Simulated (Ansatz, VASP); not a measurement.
ZrC in VASP and in Ansatz

Contents of INCAR:

```
SYSTEM = ZrC
PREC = Accurate
ENCUT = 520
EDIFF = 1E-8
ISMEAR = -1
SIGMA = 0.05
LREAL = .False.
LASPH = .True.
NELM = 80
ALGO = Normal
ISIF = 2
LWAVE = .False.
LCHARG = .False.
GGA = PS
LEFG = .True.
NBANDS = 15
```

The input KPOINTS:

```
regular mesh
0
Gamma
  15 15 15
  0 0 0
```

The input POSCAR:

```
ZrC
1.0
    0.0000000000      2.3502100000      2.3737121000
    2.3502100000      0.0000000000      2.3737121000
    2.3502100000      2.3502100000      0.0000000000
Zr C
1 1
Direct
    0.5000000000      0.5000000000      0.5000000000
    0.0000000000      0.0000000000      0.0000000000
```

Input for Ansatz:

```yaml
crystal:
  lattice:
    - [0.0, 2.35021, 2.3737121]
    - [2.35021, 0.0, 2.3737121]
    - [2.35021, 2.35021, 0.0]
  atoms:
    - { symbol: Zr, position: [0.5, 0.5, 0.5] }
    - { symbol: C, position: [0.0, 0.0, 0.0] }
kpoints:
  mp_grid: { grid: [15, 15, 15] }
scf:
  occupations: { method: fermi_dirac, width: 0.05 }
hamiltonian:
  xc: pbesol
  pseudopotentials: { kind: all_electron, datasets: crystal }
output:
  forces: true
  stress: true
  eigenvalues: true
  efg: { contact_densities: true }
```

Change from the starting cell: zz strain of +1 %, crystal datasets.

Alike in both runs: task electric field gradients; functional PBEsol; k mesh 15 × 15 × 15; occupations fermi-dirac, width 0.05 eV; no spin polarisation.

|  | VASP | Ansatz |
| --- | --- | --- |
| version | VASP 6.6.1 | Ansatz 0.2.0 |
| potentials or method | VASP PAW PBE potentials, release 64 (Zr_sv, C), cutoff 520 eV | all-electron PAW with datasets made for the crystal, scalar-relativistic |

|  | VASP | Ansatz | Ansatz less VASP |
| --- | --- | --- | --- |
| pressure (GPa) | -6.3 | -6.6 | -0.29 |
| traceless stress, the component that is largest in VASP (GPa) | -2.23 | -2.21 | +0.020 |
| size of Vzz on the site where it differs most (V/Å²) | 14.5 | 14.9 | +0.38 |

VASP's potentials were made for PBE, not for PBEsol. Ansatz ran all-electron here, and VASP with PAW potentials.
